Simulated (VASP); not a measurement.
## PbS (zincblende type): single point with LDA

PbS (zincblende type):

```
Pb S
1.0
     0.00000    3.23683    3.23683
     3.23683    0.00000    3.23683
     3.23683    3.23683    0.00000
Pb S
1 1
Direct
  0.00000 0.00000 0.00000
  0.25000 0.25000 0.25000
```

* Program: VASP 6.6.1
* Task: single point
* Functional: LDA
* Potentials or basis: VASP PAW LDA potentials, release 64 (Pb_d, S)
* Cutoff: 520 eV
* k mesh: 12 × 12 × 12
* Occupations: fermi-dirac, width 0.1 eV
* Spin: no spin polarisation

| Item | Value |
| --- | --- |
| Pressure | 0.0 GPa |
| Band gap on the k mesh | 0.44 eV (least direct gap 1.01 eV) |

Levels at points of the mesh, in eV from the valence-band top:
```
           k point  band 6  band 7  band 8  band 9  band 10  band 11  band 12  band 13  band 14  band 15
(0.00, 0.00, 0.00)  -13.01   -5.88   -1.94   -1.94    -1.94     2.31     2.31     2.31     5.02     8.50
(0.50, 0.00, 0.00)  -12.15   -7.97   -2.50   -2.50    -2.14     3.05     3.05     3.54     6.74     8.53
(0.50, 0.50, 0.00)  -11.80   -8.41   -3.28   -3.28    -0.57     0.44     5.18     5.18     5.72     8.72
```

Wall time 2.1 min on 1 thread of Intel Xeon 8259CL (shared host), peak memory 0.22 GiB.

Caveat: spin-orbit coupling is left out, which moves the levels of the heavy elements. A k mesh can miss the band edges.
